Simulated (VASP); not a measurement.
Runs of VASP 6.6.1 on Ga. The structure is that of space group Pm-3m (No. 221), or close to it. The cells are those of the table. 

```tsv
task	cell	k mesh	cutoff (eV)	gap on the mesh (eV)	pressure (GPa)
single point	a = 2.762 Å, 1 atom	19 × 19 × 19	520	none	-0.1
single point	a = 2.725 Å, 1 atom	13 × 13 × 13	520	none	1.6
single point	a = 2.762 Å, 1 atom	11 × 11 × 11	520	none	0.0
single point	a = 2.687 Å, 1 atom	13 × 13 × 13	520	none	4.0
single point	a = 2.647 Å, 1 atom	13 × 13 × 13	520	none	6.9
single point	a = 2.762 Å, 1 atom	13 × 13 × 13	520	none	-0.1
single point	a = 2.869 Å, 1 atom	13 × 13 × 13	520	none	-3.3
single point	a = 2.834 Å, 1 atom	13 × 13 × 13	520	none	(a)
single point	a = 2.799 Å, 1 atom	13 × 13 × 13	520	none	(b)
relaxation of cell and atoms	relaxed from a = 2.766 Å, 1 atom	11 × 11 × 11	600	none	0.1
```

Alike in all rows: level RPBE; potentials or basis VASP PAW PBE potentials, release 64 (Ga_d); no spin polarisation; smearing fermi-dirac 0.1 eV.

Problem. Fill in the values left out.

Solution. (a) -2.5; (b) -1.5.

Caveats: the PAW data sets were made with another functional, which shifts forces and pressure a little.

A k mesh can miss the band edges, and the runs leave out spin-orbit coupling on Ga.

A gap of «none» marks levels without a gap at the run's occupations.
